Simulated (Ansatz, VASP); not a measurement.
## Mg in VASP and in Ansatz

```
Mg
1.0
     3.18804    0.00000    0.00000
    -1.59402    2.76093    0.00000
     0.00000    0.00000   10.27199
Mg
4
Cartesian
  0.0000 0.0000 0.0000
  0.0000 1.8406 2.5680
  0.0000 0.0000 5.1360
  1.5940 0.9203 7.7040
```

Alike in both runs: functional r2SCAN; k mesh 12 × 12 × 4; occupations gaussian, width 0.1 eV; no spin polarisation.

Ansatz relaxed the structure, and its values are those at the end. VASP's run is a single point on that final structure, the one shown.

```csv
,VASP,Ansatz
version,VASP 6.6.1,Ansatz 0.2.0
potentials or method,"VASP PAW PBE potentials, release 64 (Mg), cutoff 520 eV","scalar-relativistic, plane waves, PAW"
valence electrons in the cell,8,40
```

```csv
,VASP,Ansatz,Ansatz less VASP
gap on the k mesh at the Fermi level (eV),none,none,-
pressure (GPa),-0.3,0.0,+0.27
```

VASP's potentials were made for PBE, not for r2SCAN. A gap of «none» marks a metal or a gap that the smearing closes. VASP's potentials hold 8 valence electrons a cell and Ansatz's 40, so a difference there can come from the potentials and not from the codes.
